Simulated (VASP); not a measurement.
Set up this calculation in VASP 6.6.1, as the native input.

| Property | Result |
| --- | --- |
| Task | single point |
| Functional | r2SCAN |
| Potentials or basis | VASP PAW PBE potentials, release 64 (Si, Ge_d) |
| Cutoff | 520 eV |
| k mesh | 12 × 12 × 4 |
| Occupations | gaussian, width 0.05 eV |
| Spin | no spin polarisation |
| Dipole correction | no |
| Further INCAR settings | ALGO = Normal; EDIFF = 1e-06; NBANDS = 26 |

SiGe:

```
Si Ge
1.0
     3.80684    0.00000    0.00000
    -1.90342    3.29682    0.00000
     0.00000    0.00000    6.61205
Si Ge
2 2
Cartesian
  1.9034 1.0989 5.7829
  0.0000 2.1979 2.4769
  1.9034 1.0989 3.3086
  0.0000 2.1979 0.0026
```

This cell differs from its parent crystal: strain -0.025 along x and y, +0.025 along z.

The input as run:

POSCAR

```
SiGe
1.0
    3.8068400161      0.0000000000      0.0000000000
   -1.9034200081      3.2968201621      0.0000000000
    0.0000000000      0.0000000000      6.6120525750
Si Ge
2 2
Direct
    0.6666666667      0.3333333333      0.8746070000
    0.3333333333      0.6666666667      0.3746070000
    0.6666666667      0.3333333333      0.5003920000
    0.3333333333      0.6666666667      0.0003920000
```

INCAR.step1

```
PREC = Accurate
ENCUT = 520
ISMEAR = 0
SIGMA = 0.05
LREAL = F
LASPH = T
NELM = 60
NBANDS = 26
GGA = PE
ALGO = Normal
EDIFF = 1E-4
LWAVE = T
LCHARG = F
```

INCAR.step2

```
PREC = Accurate
ENCUT = 520
EDIFF = 1E-6
ISMEAR = 0
SIGMA = 0.05
LREAL = F
LASPH = T
NELM = 60
ALGO = Normal
ISIF = 2
LWAVE = F
LCHARG = F
METAGGA = R2SCAN
LMIXTAU = T
NBANDS = 26
ISTART = 1
```

KPOINTS

```
Automatic mesh
0
Gamma
  12 12 4
```

Potentials or basis: VASP PAW PBE potentials, release 64 (Si, Ge_d).

Command:

```bash
$ cat potpaw_PBE.64/Si/POTCAR potpaw_PBE.64/Ge_d/POTCAR > POTCAR
$ cp INCAR.step1 INCAR
$ mpirun -np 1 vasp_std > vasp.out
$ cp INCAR.step2 INCAR
$ mpirun -np 1 vasp_std > vasp.out
```

It gave:

| Item | Value |
| --- | --- |
| Pressure | 2.6 GPa |
| Largest force | 0.493 eV/Å |
| Band gap on the k mesh | 0.75 eV (least direct gap 1.28 eV) |

Caveat: the cell differs from its parent crystal (strain -0.025 along x and y, +0.025 along z); the PAW data sets were made with another functional, which shifts forces and pressure a little.

Wall time 2.5 min on 1 thread of Intel(R) Xeon(R) 6975P-C (Granite Rapids) (shared host), peak memory 0.26 GiB.
